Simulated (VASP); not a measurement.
Rh:

```
CELL_PARAMETERS angstrom
2.68919 0.00000 0.00000
-1.34460 2.32891 0.00000
0.00000 0.00000 4.39145
ATOMIC_POSITIONS crystal
Rh 0.33333 0.66667 0.25000
Rh 0.66667 0.33333 0.75000
```

This isn't the form of Rh at room conditions, which is fcc.

| Quantity | Value |
| --- | --- |
| Program | VASP 6.6.1 |
| Task | relaxation of cell and atoms |
| Functional | PBEsol |
| Potentials or basis | VASP PAW PBE potentials, release 64 (Rh_pv) |
| Cutoff | 600 eV |
| k mesh | 13 × 13 × 7 |
| Occupations | fermi-dirac, width 0.1 eV |
| Spin | no spin polarisation |

At the start: pressure -3.9 GPa; volume 13.75 Å³/atom.

Q: Where does the relaxation end?

A: Over 9 steps the energy falls by 3.4 meV/atom and the volume is 13.57 Å³/atom (-1.3 %); space group P6_3/mmc (No. 194, to 0.1 Å) before and after.

The path:
```tsv
step	energy change (eV)	largest force (eV/Å)	pressure (GPa)	volume (Å³)
1	0.0000	0.0000	-3.85	27.50
2	0.0244	0.0000	11.16	26.21
3	-0.0059	0.0000	0.36	27.10
4	-0.0059	0.0000	0.49	27.09
5	-0.0069	0.0000	0.04	27.13
6	-0.0069	0.0000	0.07	27.12
7	-0.0069	0.0000	0.11	27.12
8	-0.0069	0.0000	-0.21	27.15
9	-0.0069	0.0000	0.05	27.13
```

Final structure:
```
CELL_PARAMETERS angstrom
2.68763 0.00000 0.00000
-1.34381 2.32755 0.00000
0.00000 0.00000 4.33726
ATOMIC_POSITIONS crystal
Rh 0.33333 0.66667 0.25000
Rh 0.66667 0.33333 0.75000
```

Caveat: the PAW data sets were made with another functional, which shifts forces and pressure a little.
